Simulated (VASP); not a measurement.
Input of a VASP 6.6.1 run:

Contents of INCAR:

```
PREC = Accurate
ENCUT = 600
EDIFF = 1E-6
ISMEAR = -1
SIGMA = 0.05
LREAL = False
LASPH = True
NELM = 60
ALGO = Normal
ISIF = 3
LWAVE = False
LCHARG = False
GGA = PS
IVDW = 13
IBRION = 2
NSW = 60
EDIFFG = -0.01
```

KPOINTS

```
regular mesh
0
Gamma
  10 10 3
```

Contents of POSCAR:

```
Mg
1.0
    3.1768261656      0.0000000000      0.0000000000
   -1.5884130828      2.7512121628      0.0000000000
    0.0000000000      0.0000000000     10.3188620100
Mg
4
Direct
    0.6666666667      0.3333333333      0.7500000000
    0.0000000000      0.0000000000      0.5000000000
    0.3333333333      0.6666666667      0.2500000000
    0.0000000000      0.0000000000      0.0000000000
```

Potentials or basis: VASP PAW PBE potentials, release 64 (Mg).

The run is started by

```bash
$ cat potpaw_PBE.64/Mg/POTCAR > POTCAR
$ mpirun -np 1 vasp_std > vasp.out
```

(1) Predict the relaxed cell.

(2) Estimate the relaxed volume.

(3) Predict the space group after relaxing (to 0.05 Å).

## Answers

(1) a = 3.154 Å, b = 3.154 Å, c = 10.409 Å, α = 90.00°, β = 90.00°, γ = 120.00°.

(2) 22.42 Å³/atom.

(3) P6_3/mmc (No. 194).

Caveat: the PAW data sets were made with another functional, which shifts forces and pressure a little; pairwise dispersion overbinds metals, which lowers pressure and volume.
